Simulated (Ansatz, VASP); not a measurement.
## Two plane-wave programs on Pb

The input INCAR:

```
PREC = Accurate
ENCUT = 400
EDIFF = 1E-6
ISMEAR = 1
SIGMA = 0.1
LREAL = False
LASPH = True
NELM = 120
ALGO = Normal
ISIF = 2
LWAVE = False
LCHARG = True
LDIPOL = True
IDIPOL = 3
DIPOL = 0.5 0.5 0.417
GGA = PE
IVDW = 12
LELF = True
LVHAR = True
LVACPOTAV = True
NBANDS = 36
GGA_COMPAT = False
NELMDL = -8
```

Contents of KPOINTS:

```
regular mesh
0
Gamma
  12 12 1
```

File POSCAR:

```
Pb
1.0
    3.5708955074      0.0000000000      0.0000000000
   -1.7854477537      3.0924862237      0.0000000000
    0.0000000000      0.0000000000     26.8892385693
Pb
4
Direct
    0.0000000000      0.0000000000      0.2603271931
    0.6666666667      0.3333333333      0.3631695229
    0.3333333333      0.6666666667      0.4715306100
    0.0000000000      1.0000000000      0.5742071587
```

Input for Ansatz:

```yaml
crystal:
  lattice:
    - [3.5708955074, 0.0, 0.0]
    - [-1.7854477537, 3.0924862237, 0.0]
    - [0.0, 0.0, 26.8892385693]
  atoms:
    - { symbol: Pb, position: [0.0, 0.0, 0.2603271931] }
    - { symbol: Pb, position: [0.6666666667, 0.3333333333, 0.3631695229] }
    - { symbol: Pb, position: [0.3333333333, 0.6666666667, 0.47153061] }
    - { symbol: Pb, position: [0.0, 1.0, 0.5742071587] }
basis:
  ecutwfc: 420
kpoints:
  mp_grid: { grid: [12, 12, 1] }
hamiltonian:
  xc: pbe
  dispersion: d3bj
  pseudopotentials: { kind: paw, azcp: { folder: soft_1 } }
scf:
  occupations: { method: methfessel_paxton, width: 0.1 }
  n_extra_bands: 8
  max_iter: 160
output:
  forces: true
  eigenvalues: true
  write_density: true
  write_potential: true
  elf: true
  volumetric_format: npy
efield:
  axis: 3
  dipole_correction: true
```

Alike in both runs: task single point; functional PBE; dispersion D3(BJ); k mesh 12 × 12 × 1; occupations methfessel-paxton of order 1, width 0.1 eV; no spin polarisation.

```csv
,VASP,Ansatz
version,VASP 6.6.1,Ansatz 0.2.0
potentials or method,"VASP PAW PBE potentials, release 64 (Pb_d), cutoff 400 eV","scalar-relativistic, plane waves, PAW"
valence electrons in the cell,56,56
```

|  | VASP | Ansatz | Ansatz less VASP |
| --- | --- | --- | --- |
| gap on the k mesh at the Fermi level (eV) | none | none | - |
| rms of the force components (eV/Å) | 0.031 | 0.031 | +0.0003 |

Atom by atom the forces differ by 0.000 eV/Å (rms over components). A gap of «none» marks a metal or a gap that the smearing closes. Ansatz's warnings: xc potential rough in thin density.

Spin-orbit coupling is off throughout.
